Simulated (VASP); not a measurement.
# Sc: single point with LDA

Sc:

```xyz
1
Lattice="0.0000 1.9885 1.9885 1.9885 0.0000 1.9885 1.9885 1.9885 0.0000" Properties=species:S:1:pos:R:3 pbc="T T T"
Sc    0.0000    0.0000    0.0000
```

This cell differs from its parent crystal: volume scaled by 0.7.

| Quantity | Value |
| --- | --- |
| Program | VASP 6.6.1 |
| Task | single point |
| Functional | LDA |
| Potentials or basis | VASP PAW LDA potentials, release 64 (Sc_sv) |
| Cutoff | 520 eV |
| k mesh | 15 × 15 × 15 |
| Occupations | fermi-dirac, width 0.1 eV |
| Spin | no spin polarisation |

The pressure is 35.8 GPa.

Levels at points of the mesh, in eV from the Fermi level:
```csv
k point,band 1,band 2,band 3,band 4,band 5,band 6,band 7,band 8,band 9,band 10
"(0.00, 0.00, 0.00)",-47.94,-26.02,-26.02,-26.02,-5.47,2.07,2.07,2.07,4.49,4.49
```

Wall time 6.7 s on 1 thread of Intel(R) Xeon(R) 6975P-C (Granite Rapids), on a shared host, peak memory 0.14 GiB.
